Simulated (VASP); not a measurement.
# Ge in VASP: relaxation of the atoms with PBE

Aim: the relaxation of the atoms of Ge with PBE.

Program: VASP 6.6.1. These are calculated values, not measurements. Logs are shortened: lines on timing, memory, paths and dates and some standing lists are left out, and cuts for length are marked.

### Step 1. The cell of the first run

The cell holds a slab with vacuum, 8 atoms: a = 4.074 Å, b = 4.074 Å, c = 25.810 Å, α = 90.00°, β = 90.00°, γ = 120.00°.

### Step 2. Relaxation of the atoms, PBE

INCAR

```
SYSTEM = Ge
ALGO = Normal
DIPOL = 0.5 0.5 0.500
EDIFF = 1E-7
EDIFFG = -0.02
ENCUT = 450
GGA = PE
GGA_COMPAT = .FALSE.
IBRION = 2
IDIPOL = 3
ISIF = 2
ISMEAR = 0
KPAR = 4
LASPH = .TRUE.
LCHARG = .FALSE.
LDIPOL = .TRUE.
LREAL = .FALSE.
LWAVE = .FALSE.
NELM = 120
NELMDL = -8
NELMIN = 4
NSW = 80
PREC = Accurate
SIGMA = 0.1
```

KPOINTS

```
k-points
0
G
  9 9 1
  0 0 0
```

POSCAR

```
Ge
1.0
    4.0736913413      0.0000000000      0.0000000000
   -2.0368456706      3.5279201887      0.0000000000
    0.0000000000      0.0000000000     25.8100039188
Ge
8
Direct
    0.3333333333      0.6666666667      0.2905850004
    0.0000000000      0.0000000000      0.3228026927
    0.0000000000      0.0000000000      0.4194557694
    0.6666666667      0.3333333333      0.4516734616
    0.6666666667      0.3333333333      0.5483265384
    0.3333333333      0.6666666667      0.5805442306
    0.3333333333      0.6666666667      0.6771973073
    0.0000000000      0.0000000000      0.7094149996
```

Potentials or basis: VASP PAW PBE potentials, release 64 (Ge_d).

Launch:

```bash
> cat potpaw_PBE.64/Ge_d/POTCAR > POTCAR
> mpirun -np 4 vasp_std > vasp.out
```

OUTCAR:

```text
SYSTEM = Ge
   EDIFF = 1E-7
   EDIFFG = -0.02
   ENCUT = 450
   GGA = PE
   IBRION = 2
   ISIF = 2
   ISMEAR = 0
   LASPH = .TRUE.
   LREAL = .FALSE.
   NELM = 120
   NELMDL = -8
   NELMIN = 4
   NSW = 80
   PREC = Accurate

 ion  position               nearest neighbor table
   1  0.333  0.667  0.291-   2 2.49   2 2.49   2 2.49
   2  0.000  0.000  0.323-   3 2.49   1 2.49   1 2.49   1 2.49
   3  0.000  0.000  0.419-   4 2.49   2 2.49   4 2.49   4 2.49
   4  0.667  0.333  0.452-   3 2.49   3 2.49   3 2.49   5 2.49
   5  0.667  0.333  0.548-   6 2.49   6 2.49   6 2.49   4 2.49
   6  0.333  0.667  0.581-   5 2.49   5 2.49   7 2.49   5 2.49
   7  0.333  0.667  0.677-   6 2.49   8 2.49   8 2.49   8 2.49
   8  0.000  0.000  0.709-   7 2.49   7 2.49   7 2.49

  LATTYP: Found a hexagonal cell.
 ALAT       =     4.0736913413
 C/A-ratio  =     6.3357779852

  Lattice vectors:

 A1 = (   4.0736913413,   0.0000000000,   0.0000000000)
 A2 = (  -2.0368456706,   3.5279201887,   0.0000000000)
 A3 = (   0.0000000000,   0.0000000000,  25.8100039188)

Analysis of symmetry for initial positions (statically):
=====================================================================
 Subroutine PRICEL returns:
 Original cell was already a primitive cell.

 Routine SETGRP: Setting up the symmetry group for a
 hexagonal supercell.

 Subroutine GETGRP returns: Found 12 space group operations
 (whereof  6 operations were pure point group operations)
 out of a pool of 24 trial point group operations.

The static configuration has the point symmetry C_3v.
 The point group associated with its full space group is D_3d.

Analysis of symmetry for dynamics (positions and initial velocities):
=====================================================================
 Subroutine PRICEL returns:
 Original cell was already a primitive cell.

 Routine SETGRP: Setting up the symmetry group for a
 hexagonal supercell.

 Subroutine GETGRP returns: Found 12 space group operations
 (whereof  6 operations were pure point group operations)
 out of a pool of 24 trial point group operations.

The dynamic configuration has the point symmetry C_3v.
 The point group associated with its full space group is D_3d.

 Subroutine INISYM returns: Found 12 space group operations
 (whereof  6 operations are pure point group operations),
 and found     1 'primitive' translations

----------------------------------------------------------------------------------------

                                     Primitive cell

  volume of cell :     370.9325

  direct lattice vectors                    reciprocal lattice vectors
     4.073691341  0.000000000  0.000000000     0.245477606  0.141726562  0.000000000
    -2.036845671  3.527920189  0.000000000     0.000000000  0.283453124  0.000000000
     0.000000000  0.000000000 25.810003919     0.000000000  0.000000000  0.038744667

  length of vectors
     4.073691341  4.073691341 25.810003919     0.283453124  0.283453124  0.038744667

  position of ions in fractional coordinates (direct lattice)
     0.333333333  0.666666667  0.290585000
     0.000000000  0.000000000  0.322802693
     0.000000000  0.000000000  0.419455769
     0.666666667  0.333333333  0.451673462
     0.666666667  0.333333333  0.548326538
     0.333333333  0.666666667  0.580544231
     0.333333333  0.666666667  0.677197307
     0.000000000  0.000000000  0.709415000

  ion indices of the primitive-cell ions
   primitive index   ion index
                 1           1
                 2           2
                 3           3
                 4           4
                 5           5
                 6           6
                 7           7
                 8           8

----------------------------------------------------------------------------------------

 KPOINTS: k-points

Automatic generation of k-mesh.
 Grid dimensions read from file:
 generate k-points for:    9    9    1

 Generating k-lattice:

  Cartesian coordinates                     Fractional coordinates (reciprocal lattice)
     0.027275290  0.015747396  0.000000000     0.111111111  0.000000000  0.000000000
     0.000000000  0.031494792  0.000000000     0.000000000  0.111111111  0.000000000
     0.000000000  0.000000000  0.038744667     0.000000000  0.000000000  1.000000000

  Length of vectors
     0.031494792  0.031494792  0.038744667

  Shift w.r.t. Gamma in fractional coordinates (k-lattice)
     0.000000000  0.000000000  0.000000000

 Subroutine IBZKPT returns following result:
 ===========================================

 Found     12 irreducible k-points:

 Following reciprocal coordinates:
            Coordinates               Weight
  0.000000  0.000000  0.000000      1.000000
  0.111111  0.000000  0.000000      6.000000
  0.222222  0.000000  0.000000      6.000000
  0.333333  0.000000  0.000000      6.000000
  0.444444  0.000000  0.000000      6.000000
  0.111111  0.111111  0.000000      6.000000
  0.222222  0.111111  0.000000     12.000000
  0.333333  0.111111  0.000000     12.000000
  0.444444  0.111111  0.000000      6.000000
  0.222222  0.222222  0.000000      6.000000
  0.333333  0.222222  0.000000     12.000000
  0.333333  0.333333  0.000000      2.000000
   k-points           NKPTS =     12   k-points in BZ     NKDIM =     12   number of bands    NBANDS=     67
   number of dos      NEDOS =    301   number of ions     NIONS =      8
   total plane-waves  NPLWV = 141120
   dimension x,y,z NGX =    28 NGY =   28 NGZ =  180
   dimension x,y,z NGXF=    56 NGYF=   56 NGZF=  360
   ions per type =               8
   NGX,Y,Z   is equivalent  to a cutoff of  11.43, 11.43, 11.59 a.u.
   NGXF,Y,Z  is equivalent  to a cutoff of  22.85, 22.85, 23.19 a.u.
 SYSTEM =  Ge
   PREC   = accura    normal or accurate (medium, high low for compatibility)
   ISTART =      0    job   : 0-new  1-cont  2-samecut
   ICHARG =      2    charge: 1-file 2-atom 10-const
   ISPIN  =      1    spin polarized calculation?
   LNONCOLLINEAR =      F non collinear calculations
   LSORBIT =      F    spin-orbit coupling
   LASPH  =      T    aspherical Exc in radial PAW
   ENCUT  =  450.0 eV  33.07 Ry    5.75 a.u.   7.05  7.05 44.64*2*pi/ulx,y,z
   NELM   =    120;   NELMIN=  4; NELMDL= -8     # of ELM steps
   EDIFF  = 0.1E-06   stopping-criterion for ELM
   LREAL  =      F    real-space projection
   EDIFFG = -.2E-01   stopping-criterion for IOM
   NSW    =     80    number of steps for IOM
   IBRION =      2    ionic relax: 0-MD 1-quasi-New 2-CG
   NFREE  =      1    steps in history (QN), initial steepest desc. (CG)
   ISIF   =      2    stress and relaxation
   ISYM   =      2    0-nonsym 1-usesym 2-fastsym
   POTIM  = 0.5000    time-step for ionic-motion
   TEBEG  =    0.0;   TEEND  =   0.0 temperature during run
   PSTRESS=    0.0 pullay stress
   NELECT =     112.0000    total number of electrons
   NUPDOWN=      -1.0000    fix difference up-down
   EMIN   =  10.00;   EMAX   =-10.00  energy-range for DOS
   EFERMI =   0.00;   METHOD = LEGACY
   ISMEAR =     0;   SIGMA  =   0.10  broadening in eV -4-tet -1-fermi 0-gaus
   EFERMI_NEDOS =   21; number of points for ismear=-14 and -15
   IALGO  =     38    algorithm
   IMIX   =      4    mixing-type and parameters
     AMIX     =   0.40;   BMIX     =  1.00
     AMIX_MAG =   1.60;   BMIX_MAG =  1.00
  volume/ion in A,a.u.               =      46.37       312.90
  Fermi-wavevector in a.u.,A,eV,Ry     =   1.098287  2.075462 16.411816  1.206234
  Thomas-Fermi vector in A             =   2.234662
   LORBIT       =      0    0 simple, 1 ext, 2 COOP (PROOUT), +10 PAW based schemes
   GGA     = PE    functional components
   LHFCALC =     F    Hartree Fock is set to
   AEXX    =    0.0000 exact exchange contribution
   IVDW    =     0    specifies the selected vdW correction
   LEPSILON=     F    determine dielectric tensor
   LRPA    =     F    only Hartree local field effects (RPA)
 conjugate gradient relaxation of ions
 non-spin polarized calculation
 Gauss-broadening in eV      SIGMA  =   0.10
  energy-cutoff  :      450.00
  volume of cell :      370.93
 maximum number of plane-waves:      8079
   NGX = 15   NGY = 15   NGZ = 89

 dipolmoment           0.000000      0.000000     -0.000000 electrons x Angstroem

--------------------------------------- Ionic step        1  -------------------------------------------

 number of electron     112.0000008 magnetization

 Free energy of the ion-electron system (eV)
  ---------------------------------------------------
  ext. energy  EPLUGINS =         0.00000000
  ---------------------------------------------------
  free energy    TOTEN  =       -34.22378756 eV

  energy without entropy =      -34.17956794  energy(sigma->0) =      -34.20167775

------------------------ aborting loop because EDIFF is reached ----------------------------------------

  FORCE on cell =-STRESS in cart. coord.  units (eV):
  Direction    XX          YY          ZZ          XY          YZ          ZX
  --------------------------------------------------------------------------------------
  -------------------------------------------------------------------------------------
  Total       -0.4317661     -0.4317661      1.2014377     -0.0000000      0.0000000      0.0000000
  in kB       -1.8649370     -1.8649370      5.1893968     -0.0000000      0.0000000      0.0000000
  external PRESSURE =       0.4865076 kB  Pullay stress =       0.0000000 kB
[... 107 lines left out ...]
  FREE ENERGIE OF THE ION-ELECTRON SYSTEM (eV)
  ---------------------------------------------------
  free  energy   TOTEN  =       -34.2425152193 eV

  energy  without entropy=      -34.2043581277  energy(sigma->0) =      -34.22343667

[... ionic steps 4 to 8 ...]

--------------------------------------- Ionic step        9  -------------------------------------------

 number of electron     112.0000036 magnetization

------------------------ aborting loop because EDIFF is reached ----------------------------------------
[... 79 lines left out ...]
--------------------------------------- Ionic step       11  -------------------------------------------

 number of electron     111.9999990 magnetization

 dipolmoment           0.000000      0.000000      0.000003 electrons x Angstroem

 Free energy of the ion-electron system (eV)
  ---------------------------------------------------
  ext. energy  EPLUGINS =         0.00000000
  ---------------------------------------------------
  free energy    TOTEN  =       -34.24697571 eV

  energy without entropy =      -34.20854468  energy(sigma->0) =      -34.22776019

 E-fermi :  -0.0922     XC(G=0):  -5.5583

 val. band max:       -0.1196677116   @ k =   0.2222   0.2222   0.0000
 cond. band min:      -0.0799744899   @ k =   0.3333   0.2222   0.0000
 fundamental gap:      0.0396932216
 Fermi energy:        -0.0922450547

 k-point     1 :       0.0000    0.0000    0.0000
  band No.  band energies     occupation
      1     -24.6582      2.00000
      2     -24.6582      2.00000
      3     -24.6494      2.00000
      4     -24.6494      2.00000
      5     -24.6317      2.00000
      6     -24.6036      2.00000
[... 829 lines left out ...]
     66       5.7999      0.00000
     67       5.8514      0.00000

------------------------ aborting loop because EDIFF is reached ----------------------------------------

 vacuum level on the upper side and lower side of the slab       (xc-potential included)        -0.124        -0.124

  FORCE on cell =-STRESS in cart. coord.  units (eV):
  Direction    XX          YY          ZZ          XY          YZ          ZX
  --------------------------------------------------------------------------------------
  -------------------------------------------------------------------------------------
  Total       -0.2110797     -0.2110797     -0.2629929     -0.0000000      0.0000000      0.0000000
  in kB       -0.9117211     -0.9117211     -1.1359514     -0.0000000      0.0000000      0.0000000
  external PRESSURE =      -0.9864645 kB  Pullay stress =       0.0000000 kB
[... 23 lines left out ...]
  FREE ENERGIE OF THE ION-ELECTRON SYSTEM (eV)
  ---------------------------------------------------
  free  energy   TOTEN  =       -34.2469757061 eV

  energy  without entropy=      -34.2085446759  energy(sigma->0) =      -34.22776019

 reached required accuracy - stopping structural energy minimisation

 vacuum level on the upper side and lower side of the slab         4.430         4.430
```

Wall time 12 min (4 MPI ranks of Intel Xeon Platinum 8375C at 2.90GHz (Ice Lake), shared host); peak memory 0.48 GiB.

What came out:

```
Free energy                  : -34.2470 eV
Energy gained by relaxing    : 2.9 meV/atom
Ionic steps                  : 11
Largest force after relaxing : 0.013 eV/Å
Band gap on the k mesh       : zero (bands 56 and 57 overlap by 0.19 eV)
```

Forces in eV/Å, atoms in the order of the input:
```
Ge   0.000  0.000 -0.003
Ge   0.000  0.000 -0.010
Ge   0.000  0.000  0.013
Ge   0.000  0.000 -0.001
Ge   0.000  0.000  0.001
Ge   0.000  0.000 -0.013
Ge   0.000  0.000  0.010
Ge   0.000  0.000  0.003
```

Step by step:
| step | energy change (eV) | largest force (eV/Å) | pressure (GPa) |
| --- | --- | --- | --- |
| 1 | 0.0000 | 0.3714 | 0.05 |
| 2 | -0.0145 | 0.2030 | 0.06 |
| 3 | -0.0187 | 0.0684 | 0.07 |
| 4 | -0.0195 | 0.0484 | 0.06 |
| 5 | -0.0202 | 0.0632 | 0.05 |
| 6 | -0.0209 | 0.0532 | 0.04 |
| 7 | -0.0216 | 0.0507 | 0.02 |
| 8 | -0.0219 | 0.0655 | -0.03 |
| 9 | -0.0219 | 0.0500 | -0.01 |
| 10 | -0.0227 | 0.0308 | -0.05 |
| 11 | -0.0232 | 0.0127 | -0.10 |

Final structure:
```yaml
crystal:
  lattice:
    - [4.07369, 0.00000, 0.00000]
    - [-2.03685, 3.52792, 0.00000]
    - [0.00000, 0.00000, 25.81000]
  atoms:
    - { symbol: Ge, position: [0.33333, 0.66667, 0.28941] }
    - { symbol: Ge, position: [0.00000, 0.00000, 0.32000] }
    - { symbol: Ge, position: [0.00000, 0.00000, 0.41902] }
    - { symbol: Ge, position: [0.66667, 0.33333, 0.45105] }
    - { symbol: Ge, position: [0.66667, 0.33333, 0.54895] }
    - { symbol: Ge, position: [0.33333, 0.66667, 0.58098] }
    - { symbol: Ge, position: [0.33333, 0.66667, 0.68000] }
    - { symbol: Ge, position: [0.00000, 0.00000, 0.71059] }
```

The gap in the log of VASP goes by the Fermi energy; the results here count the filled bands.